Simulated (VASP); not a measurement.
# ZnO (P6_3mc) in VASP: further runs

ZnO is run at these levels: PBE; tasks: single point, relaxation of cell and atoms.

All numbers are computed with VASP 6.6.1; they aren't measurements. Logs are shortened: lines on timing, memory, paths and dates and some standing lists are left out, and cuts for length are marked.

## Step 1: The cell of the first run

It takes space group P6_3mc (No. 186, hexagonal). Conventional cell: a = 3.255 Å, b = 3.255 Å, c = 5.254 Å, α = 90.00°, β = 90.00°, γ = 120.00°. Zn (site symmetry 3m) has 4 O at 1.98 to 1.99 Å within 2.6 Å. O (site symmetry 3m) has 4 Zn at 1.98 to 1.99 Å within 2.6 Å.

## Step 2: Single point, PBE

INCAR reads:

```
  ALGO = Normal
  EDIFF = 1E-6
  ENCUT = 910
  GGA = PE
  GGA_COMPAT = False
  ISIF = 2
  ISMEAR = 0
  LASPH = True
  LCHARG = False
  LREAL = False
  LWAVE = False
  NBANDS = 26
  NELM = 120
  PREC = Accurate
  SIGMA = 0.02
```

KPOINTS reads:

```
k-points
0
Gamma
  12 12 6
```

POSCAR reads:

```
ZnO
1.0
    3.2550856429      0.0000000000      0.0000000000
   -1.6275428214      2.8189868583      0.0000000000
    0.0000000000      0.0000000000      5.2540042660
Zn O
2 2
Direct
    0.6666666667      0.3333333333      0.5006231443
    0.3333333333      0.6666666667      0.0006231443
    0.6666666667      0.3333333333      0.8796868557
    0.3333333333      0.6666666667      0.3796868557
```

Potentials or basis: VASP PAW PBE potentials, release 64 (Zn, O_h).

Launch:

```
cat potpaw_PBE.64/Zn/POTCAR potpaw_PBE.64/O_h/POTCAR > POTCAR
mpirun -np 1 vasp_std > vasp.out
```

OUTCAR:

```text
EDIFF = 1E-6
   ENCUT = 910
   GGA = PE
   ISIF = 2
   ISMEAR = 0
   LASPH = True
   LREAL = False
   NELM = 120
   PREC = Accurate

 ion  position               nearest neighbor table
   1  0.667  0.333  0.501-   4 1.98   4 1.98   4 1.98   3 1.99
   2  0.333  0.667  0.001-   3 1.98   3 1.98   3 1.98   4 1.99
   3  0.667  0.333  0.880-   2 1.98   2 1.98   2 1.98   1 1.99
   4  0.333  0.667  0.380-   1 1.98   1 1.98   1 1.98   2 1.99

  LATTYP: Found a hexagonal cell.
 ALAT       =     3.2550856429
 C/A-ratio  =     1.6140909464

  Lattice vectors:

 A1 = (   3.2550856429,   0.0000000000,   0.0000000000)
 A2 = (  -1.6275428214,   2.8189868583,   0.0000000000)
 A3 = (   0.0000000000,   0.0000000000,   5.2540042660)

Analysis of symmetry for initial positions (statically):
=====================================================================
 Subroutine PRICEL returns:
 Original cell was already a primitive cell.

 Routine SETGRP: Setting up the symmetry group for a
 hexagonal supercell.

 Subroutine GETGRP returns: Found 12 space group operations
 (whereof  6 operations were pure point group operations)
 out of a pool of 24 trial point group operations.

The static configuration has the point symmetry C_3v.
 The point group associated with its full space group is C_6v.

Analysis of symmetry for dynamics (positions and initial velocities):
=====================================================================
 Subroutine PRICEL returns:
 Original cell was already a primitive cell.

 Routine SETGRP: Setting up the symmetry group for a
 hexagonal supercell.

 Subroutine GETGRP returns: Found 12 space group operations
 (whereof  6 operations were pure point group operations)
 out of a pool of 24 trial point group operations.

The dynamic configuration has the point symmetry C_3v.
 The point group associated with its full space group is C_6v.

 Subroutine INISYM returns: Found 12 space group operations
 (whereof  6 operations are pure point group operations),
 and found     1 'primitive' translations

----------------------------------------------------------------------------------------

                                     Primitive cell

  volume of cell :      48.2110

  direct lattice vectors                    reciprocal lattice vectors
     3.255085643  0.000000000  0.000000000     0.307211579  0.177368688  0.000000000
    -1.627542821  2.818986858  0.000000000     0.000000000  0.354737376  0.000000000
     0.000000000  0.000000000  5.254004266     0.000000000  0.000000000  0.190331022

  length of vectors
     3.255085643  3.255085643  5.254004266     0.354737376  0.354737376  0.190331022

  position of ions in fractional coordinates (direct lattice)
     0.666666667  0.333333333  0.500623144
     0.333333333  0.666666667  0.000623144
     0.666666667  0.333333333  0.879686856
     0.333333333  0.666666667  0.379686856

  ion indices of the primitive-cell ions
   primitive index   ion index
                 1           1
                 2           2
                 3           3
                 4           4

----------------------------------------------------------------------------------------

 KPOINTS: k-points

Automatic generation of k-mesh.
 Grid dimensions read from file:
 generate k-points for:   12   12    6

 Generating k-lattice:

  Cartesian coordinates                     Fractional coordinates (reciprocal lattice)
     0.025600965  0.014780724  0.000000000     0.083333333  0.000000000  0.000000000
     0.000000000  0.029561448  0.000000000     0.000000000  0.083333333  0.000000000
     0.000000000  0.000000000  0.031721837     0.000000000  0.000000000  0.166666667

  Length of vectors
     0.029561448  0.029561448  0.031721837

  Shift w.r.t. Gamma in fractional coordinates (k-lattice)
     0.000000000  0.000000000  0.000000000

 Subroutine IBZKPT returns following result:
 ===========================================

 Found     76 irreducible k-points:

 Following reciprocal coordinates:
            Coordinates               Weight
  0.000000  0.000000  0.000000      1.000000
  0.083333  0.000000  0.000000      6.000000
  0.166667  0.000000  0.000000      6.000000
  0.250000  0.000000  0.000000      6.000000
  0.333333  0.000000  0.000000      6.000000
  0.416667  0.000000  0.000000      6.000000
[... 16 lines left out ...]
  0.250000  0.000000  0.166667     12.000000
  0.333333  0.000000  0.166667     12.000000
 [... further k-points ...]
   k-points           NKPTS =     76   k-points in BZ     NKDIM =     76   number of bands    NBANDS=     26
   number of dos      NEDOS =    301   number of ions     NIONS =      4
   total plane-waves  NPLWV =  55296
   dimension x,y,z NGX =    32 NGY =   32 NGZ =   54
   dimension x,y,z NGXF=    64 NGYF=   64 NGZF=  108
   ions per type =               2   2
   NGX,Y,Z   is equivalent  to a cutoff of  16.34, 16.34, 17.09 a.u.
   NGXF,Y,Z  is equivalent  to a cutoff of  32.69, 32.69, 34.17 a.u.
 SYSTEM =  unknown system
   PREC   = accura    normal or accurate (medium, high low for compatibility)
   ISTART =      0    job   : 0-new  1-cont  2-samecut
   ICHARG =      2    charge: 1-file 2-atom 10-const
   ISPIN  =      1    spin polarized calculation?
   LNONCOLLINEAR =      F non collinear calculations
   LSORBIT =      F    spin-orbit coupling
   LASPH  =      T    aspherical Exc in radial PAW
   ENCUT  =  910.0 eV  66.88 Ry    8.18 a.u.   8.01  8.01 12.92*2*pi/ulx,y,z
   NELM   =    120;   NELMIN=  2; NELMDL= -5     # of ELM steps
   EDIFF  = 0.1E-05   stopping-criterion for ELM
   LREAL  =      F    real-space projection
   EDIFFG = 0.1E-04   stopping-criterion for IOM
   NSW    =      0    number of steps for IOM
   IBRION =     -1    ionic relax: 0-MD 1-quasi-New 2-CG
   NFREE  =      0    steps in history (QN), initial steepest desc. (CG)
   ISIF   =      2    stress and relaxation
   ISYM   =      2    0-nonsym 1-usesym 2-fastsym
   POTIM  = 0.5000    time-step for ionic-motion
   TEBEG  =    0.0;   TEEND  =   0.0 temperature during run
   PSTRESS=    0.0 pullay stress
   NELECT =      36.0000    total number of electrons
   NUPDOWN=      -1.0000    fix difference up-down
   EMIN   =  10.00;   EMAX   =-10.00  energy-range for DOS
   EFERMI =   0.00;   METHOD = LEGACY
   ISMEAR =     0;   SIGMA  =   0.02  broadening in eV -4-tet -1-fermi 0-gaus
   EFERMI_NEDOS =   21; number of points for ismear=-14 and -15
   IALGO  =     38    algorithm
   IMIX   =      4    mixing-type and parameters
     AMIX     =   0.40;   BMIX     =  1.00
     AMIX_MAG =   1.60;   BMIX_MAG =  1.00
  volume/ion in A,a.u.               =      12.05        81.34
  Fermi-wavevector in a.u.,A,eV,Ry     =   1.485230  2.806678 30.013201  2.205908
  Thomas-Fermi vector in A             =   2.598668
   LORBIT       =      0    0 simple, 1 ext, 2 COOP (PROOUT), +10 PAW based schemes
   GGA     = PE    functional components
   LHFCALC =     F    Hartree Fock is set to
   AEXX    =    0.0000 exact exchange contribution
   IVDW    =     0    specifies the selected vdW correction
   LEPSILON=     F    determine dielectric tensor
   LRPA    =     F    only Hartree local field effects (RPA)
 non-spin polarized calculation
 Gauss-broadening in eV      SIGMA  =   0.02
  energy-cutoff  :      910.00
  volume of cell :       48.21
 maximum number of plane-waves:      3024
   NGX = 17   NGY = 17   NGZ = 25

 number of electron      36.0000001 magnetization

 Free energy of the ion-electron system (eV)
  ---------------------------------------------------
  ext. energy  EPLUGINS =         0.00000000
  ---------------------------------------------------
  free energy    TOTEN  =       -17.85637274 eV

  energy without entropy =      -17.85637274  energy(sigma->0) =      -17.85637274

 E-fermi :   1.4948     XC(G=0): -10.8469

 val. band max:        1.4099477960   @ k =   0.0000   0.0000   0.0000
 cond. band min:       2.1724868330   @ k =   0.0000   0.0000   0.0000
 fundamental gap:      0.7625390370
 Fermi energy:         1.4947927580

 k-point     1 :       0.0000    0.0000    0.0000
  band No.  band energies     occupation
      1     -16.5825      2.00000
      2     -15.8827      2.00000
      3      -4.2281      2.00000
      4      -4.2281      2.00000
      5      -4.1861      2.00000
      6      -4.1405      2.00000
[... 18 lines left out ...]
     25      15.4971      0.00000
     26      15.4971      0.00000

 k-point     2 :       0.0833    0.0000    0.0000
  band No.  band energies     occupation
      1     -16.5450      2.00000
      2     -15.8658      2.00000
      3      -4.2723      2.00000
      4      -4.2061      2.00000
      5      -4.1609      2.00000
      6      -4.0905      2.00000
[... 18 lines left out ...]
     25      15.4208      0.00000
     26      15.5865      0.00000

 k-point     3 :       0.1667    0.0000    0.0000
  band No.  band energies     occupation
      1     -16.4395      2.00000
      2     -15.8210      2.00000
      3      -4.3732      2.00000
      4      -4.1483      2.00000
      5      -4.1249      2.00000
      6      -4.0479      2.00000
[... 18 lines left out ...]
     25      15.3843      0.00000
     26      15.6741      0.00000

 k-point     4 :       0.2500    0.0000    0.0000
  band No.  band energies     occupation
      1     -16.2866      2.00000
      2     -15.7642      2.00000
      3      -4.4744      2.00000
      4      -4.1409      2.00000
      5      -4.0774      2.00000
      6      -3.9564      2.00000
[... 18 lines left out ...]
     25      14.7107      0.00000
     26      15.5310      0.00000
[... 496 lines left out ...]
      1     -16.3994      2.00000
      2     -15.8636      2.00000
      3      -4.4038      2.00000
      4      -4.2198      2.00000
      5      -4.1385      2.00000
      6      -4.0896      2.00000
[... 18 lines left out ...]
     25      14.5661      0.00000
     26      15.4700      0.00000

 k-point    23 :       0.2500    0.0000    0.1667
  band No.  band energies     occupation
      1     -16.2519      2.00000
      2     -15.7993      2.00000
      3      -4.5040      2.00000
      4      -4.2376      2.00000
      5      -4.0632      2.00000
      6      -3.9800      2.00000
[... 18 lines left out ...]
     25      14.7124      0.00000
     26      15.4044      0.00000

 k-point    24 :       0.3333    0.0000    0.1667
  band No.  band energies     occupation
      1     -16.0906      2.00000
      2     -15.7433      2.00000
      3      -4.5518      2.00000
      4      -4.2698      2.00000
      5      -3.9996      2.00000
      6      -3.8463      2.00000
[... 18 lines left out ...]
     25      14.7730      0.00000
     26      15.3566      0.00000

 [... further k-points ...]

------------------------ aborting loop because EDIFF is reached ----------------------------------------

  FORCE on cell =-STRESS in cart. coord.  units (eV):
  Direction    XX          YY          ZZ          XY          YZ          ZX
  --------------------------------------------------------------------------------------
  -------------------------------------------------------------------------------------
  Total        1.1230627      1.1230627      1.1156535      0.0000000      0.0000000      0.0000000
  in kB       37.3223258     37.3223258     37.0760985      0.0000000      0.0000000      0.0000000
  external PRESSURE =      37.2402500 kB  Pullay stress =       0.0000000 kB

 VOLUME and BASIS-vectors are now :
 -----------------------------------------------------------------------------
  energy-cutoff  :      910.00
  volume of cell :       48.21
      direct lattice vectors                 reciprocal lattice vectors
     3.255085643  0.000000000  0.000000000     0.307211579  0.177368688  0.000000000
    -1.627542821  2.818986858  0.000000000     0.000000000  0.354737376  0.000000000
     0.000000000  0.000000000  5.254004266     0.000000000  0.000000000  0.190331022

 POSITION                                       TOTAL-FORCE (eV/Angst)
 -----------------------------------------------------------------------------------
      1.62754      0.93966      2.63028        -0.000000      0.000000      0.001368
     -0.00000      1.87932      0.00327         0.000000     -0.000000      0.001368
      1.62754      0.93966      4.62188         0.000000      0.000000     -0.001368
     -0.00000      1.87932      1.99488         0.000000      0.000000     -0.001368
 -----------------------------------------------------------------------------------
    total drift:                               -0.000000      0.000000     -0.000032

  FREE ENERGIE OF THE ION-ELECTRON SYSTEM (eV)
  ---------------------------------------------------
  free  energy   TOTEN  =       -17.8563727407 eV

  energy  without entropy=      -17.8563727407  energy(sigma->0) =      -17.85637274
```

Wall time 80 s (1 thread of Intel Xeon 6975P-C (Granite Rapids), shared host); peak memory 0.34 GiB.

What came out:

| Quantity | Value |
| --- | --- |
| Free energy | -17.8564 eV |
| Pressure | 3.7 GPa |
| Band gap on the k mesh | 0.76 eV |

Caveat: the cutoff is under 1.25 times the usual one of these potentials, so pressure, stress and relaxed cells hold a basis-set (Pulay) error; the cell stands under pressure.

(Continued in part 2 of 2.)
